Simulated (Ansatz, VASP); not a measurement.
## PtSeS4 in VASP and in Ansatz

```
Pt Se S
1.0
     6.52239    0.00000    0.00000
    -3.26119    5.64856    0.00000
     0.00000    0.00000    3.18385
Pt Se S
1 1 4
Cartesian
  0.0000 3.7657 0.0000
  0.0000 0.0000 0.0000
  3.2612 1.8829 0.0000
  0.0000 5.5859 1.5919
  -1.5763 2.8556 1.5919
  1.5763 2.8556 1.5919
```

Change from the starting cell: species swapped into the CePt4Rh type (P-6m2, No. 187).

Alike in both runs: task relaxation of cell and atoms; functional PBE; k mesh 3 × 3 × 6; occupations gaussian, width 0.1 eV; no spin polarisation.

|  | VASP | Ansatz |
| --- | --- | --- |
| version | VASP 6.6.1 | Ansatz 0.2.0 |
| potentials or method | VASP PAW PBE potentials, release 64 (Pt, Se, S), cutoff 600 eV | scalar-relativistic, plane waves, PAW |
| valence electrons in the cell | 40 | 58 |

Ansatz gave:

| Quantity | Value |
| --- | --- |
| gap on the k mesh at the Fermi level, each at its own relaxed structure (eV) | none |
| relaxed volume (Å³/atom) | 19.59 |
| relaxed cell length with the largest relative difference (Å) | 3.147 |

Problem. Estimate VASP's values.

Solution. gap on the k mesh at the Fermi level, each at its own relaxed structure (eV): none; relaxed volume (Å³/atom): 19.59; relaxed cell length with the largest relative difference (Å): 3.145.

A gap of «none» marks a metal or a gap that the smearing closes. VASP's potentials hold 40 valence electrons a cell and Ansatz's 58, so a difference there can come from the potentials and not from the codes.

The k mesh is coarse, so the values compare programs but aren't converged. Neither program's run includes spin-orbit coupling.
